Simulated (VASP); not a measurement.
Write the native input for VASP 6.6.1 that does the following.

```
Task                   : relaxation of cell and atoms
Functional             : PBE
Dispersion             : D4
Potentials or basis    : VASP PAW PBE potentials, release 64 (Pt, Se)
Cutoff                 : 600 eV
k mesh                 : 8 × 8 × 8
Occupations            : fermi-dirac, width 0.05 eV
Spin                   : no spin polarisation
Dipole correction      : no
Further INCAR settings : ALGO = Normal; EDIFF = 1e-07; IBRION = 2; EDIFFG = -0.01; NSW = 60; ISIF = 3
```

The structure of PtSe lies in POSCAR:

```
PtSe
1.0
    0.0000000000      2.7984111300      2.7984111300
    2.7984111300      0.0000000000      2.7984111300
    2.7984111300      2.7984111300      0.0000000000
Pt Se
1 1
Direct
    0.5000000000      0.5000000000      0.5000000000
    0.0000000000      0.0000000000      0.0000000000
```

The input as run:

INCAR

```
SYSTEM = PtSe
PREC = Accurate
ENCUT = 600
EDIFF = 1E-7
ISMEAR = -1
SIGMA = 0.05
LREAL = .False.
LASPH = .True.
NELM = 80
ALGO = Normal
ISIF = 3
LWAVE = .False.
LCHARG = .False.
GGA = PE
IVDW = 13
IBRION = 2
NSW = 60
EDIFFG = -0.01
```

KPOINTS

```
regular mesh
0
Gamma
  8 8 8
  0 0 0
```

Potentials or basis: VASP PAW PBE potentials, release 64 (Pt, Se).

Command:

```sh
$ cat potpaw_PBE.64/Pt/POTCAR potpaw_PBE.64/Se/POTCAR > POTCAR
$ mpirun -np 1 vasp_std > vasp.out
```

It gave:

- Relaxed volume: 17.86 Å³/atom
- Relaxed cell: a = 3.697 Å, b = 3.697 Å, c = 3.697 Å, α = 60.00°, β = 60.00°, γ = 60.00°
- Space group after relaxing (to 0.1 Å): Fm-3m (No. 225)
- Energy gained by relaxing: 266.2 meV/atom
- Ionic steps: 7
- Pressure after relaxing: 0.0 GPa
- Band gap on the k mesh: zero (bands 8 and 9 overlap by 4.53 eV)
- Dispersion energy per atom: -0.589 eV

Caveat: the volume moved by over 15 % at a fixed basis, so the end points are rough; spin-orbit coupling is left out, which moves the levels of the heavy elements.

Wall time 2 min on 1 thread of Intel Xeon 8259CL, on a shared host, peak memory 0.2 GiB.
